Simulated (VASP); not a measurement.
**AlN: single point with LDA**

The system is AlN.

```
Al N
1.0
     3.06434    0.00000    0.00000
    -1.53217    2.65379    0.00000
     0.00000    0.00000    5.12734
Al N
2 2
Direct
  0.33333 0.66667 0.00000
  0.66667 0.33333 0.50000
  0.33333 0.66667 0.38500
  0.66667 0.33333 0.88500
```

This cell differs from its parent crystal: strain -0.015 along x and y, +0.030 along z.

```
Program                : VASP 6.6.1
Task                   : single point
Functional             : LDA
Potentials or basis    : VASP PAW LDA potentials, release 64 (Al, N)
Cutoff                 : 520 eV
k mesh                 : 9 × 9 × 6
Occupations            : gaussian, width 0.05 eV
Spin                   : no spin polarisation
Dipole correction      : no
Further INCAR settings : ALGO = Normal; EDIFF = 1e-06; NBANDS = 16
```

- Pressure: -2.5 GPa
- Largest force: 0.576 eV/Å
- Band gap on the k mesh: 4.28 eV, direct

Forces on the atoms (eV/Å):
```
Al   0.000  0.000  0.576
Al   0.000  0.000  0.576
N    0.000  0.000 -0.576
N    0.000  0.000 -0.576
```

Stress tensor (GPa, compression positive):
```
  3.67   0.00   0.00
  0.00   3.67   0.00
  0.00   0.00 -14.71
```

Levels at points of the mesh, in eV from the valence-band top:
```csv
k point,band 6,band 7,band 8,band 9,band 10,band 11
"(0.00, 0.00, 0.00)",-0.08,-0.08,0.00,4.28,7.12,10.41
"(0.00, 0.00, 0.50)",-0.35,-0.35,-0.35,6.73,6.73,10.09
```

It took 41 s on 1 thread of AMD EPYC 7R13, on a shared host, peak memory 0.12 GiB.

Caveat: the cell differs from its parent crystal (strain -0.015 along x and y, +0.030 along z).
